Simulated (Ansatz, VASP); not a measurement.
One calculation of NbC, two programs

The input INCAR:

```
SYSTEM = NbC
ALGO = Normal ; EDIFF = 1E-7
EDIFFG = -0.002 ; ENCUT = 600
GGA_COMPAT = .FALSE. ; IBRION = 2
ISIF = 3 ; ISMEAR = 0
LASPH = .TRUE. ; LCHARG = .FALSE.
LREAL = .FALSE. ; LWAVE = .FALSE.
NELM = 120 ; NELMIN = 4
NSW = 100 ; PREC = Accurate
SIGMA = 0.1
```

Contents of KPOINTS:

```
k-points
0
G
  16 16 16
  0 0 0
```

The input POSCAR:

```
NbC
1.0
    0.0000000000      2.2138163759      2.2138163759
    2.2138163759      0.0000000000      2.2138163759
    2.2138163759      2.2138163759      0.0000000000
Nb C
1 1
Direct
    0.0000000000      0.0000000000      0.0000000000
    0.5000000000      0.5000000000      0.5000000000
```

Input for Ansatz:

```yaml
crystal:
  lattice:
    - [0.0, 2.2138163759, 2.2138163759]
    - [2.2138163759, 0.0, 2.2138163759]
    - [2.2138163759, 2.2138163759, 0.0]
  atoms:
    - { symbol: Nb, position: [0.0, 0.0, 0.0] }
    - { symbol: C, position: [0.5, 0.5, 0.5] }
basis:
  ecutwfc: 420
kpoints:
  mp_grid: { grid: [16, 16, 16] }
hamiltonian:
  xc: lda
  pseudopotentials: { kind: paw, azcp: { folder: soft_1 } }
scf:
  occupations: { method: gaussian, width: 0.1 }
output:
  forces: true
  stress: true
  eigenvalues: true
relax:
  adjacent_minimum: "off"
  f_tol: 0.002
  max_steps: 80
  cell: { stress_tol: 0.02 }
```

Alike in both runs: task relaxation of cell and atoms; functional LDA; k mesh 16 × 16 × 16; occupations gaussian, width 0.1 eV; no spin polarisation.

```csv
,VASP,Ansatz
version,VASP 6.6.1,Ansatz 0.2.0
potentials or method,"VASP PAW LDA potentials, release 64 (Nb_sv, C), cutoff 600 eV","scalar-relativistic, plane waves, PAW"
valence electrons in the cell,17,17
```

```tsv
	VASP	Ansatz	Ansatz less VASP
gap on the k mesh at the Fermi level, each at its own relaxed structure (eV)	none	none	-
relaxed volume (Å³/atom)	10.84	10.85	+0.001
relaxed cell length with the largest relative difference (Å)	3.130	3.130	+0.0001
```

Ansatz warns that its potentials were made for another functional, while VASP's fit it. LDA's correlation is that of Perdew and Zunger in VASP and of Perdew and Wang (1992) in Ansatz. A gap of «none» marks a metal or a gap that the smearing closes.
